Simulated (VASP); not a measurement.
A run of VASP 6.6.1 is set up as follows.

The input INCAR:

```
SYSTEM = Mo
PREC = Accurate
ENCUT = 500
EDIFF = 1E-6
ISMEAR = -1
SIGMA = 0.15
LREAL = .False.
LASPH = .True.
NELM = 120
ALGO = Normal
ISIF = 2
LWAVE = .False.
LCHARG = .False.
GGA = CA
NBANDS = 13
GGA_COMPAT = .False.
```

KPOINTS

```
regular mesh
0
Gamma
  7 7 7
  0 0 0
```

Contents of POSCAR:

```
Mo
1.0
    2.7355100000      0.0000000000      0.0000000000
   -1.3677550000      2.3690210000      0.0000000000
    0.0000000000      0.0000000000      2.5551810000
Mo
1
Direct
    0.0000000000      0.0000000000      0.5000000000
```

Potentials or basis: VASP PAW LDA potentials, release 64 (Mo_sv).

Command:

```sh
$ cat potpaw_LDA.64/Mo_sv/POTCAR > POTCAR
$ mpirun -np 1 vasp_std > vasp.out
```

(1) What does it give for the band gap on the k mesh?

(2) Estimate the pressure.

Results:

(1) zero (band 7 reaches 12.20 eV, above the bottom of band 8 at 10.54 eV).

(2) -8.3 GPa.

Caveat: the k points lie up to 0.38 Å⁻¹ apart.
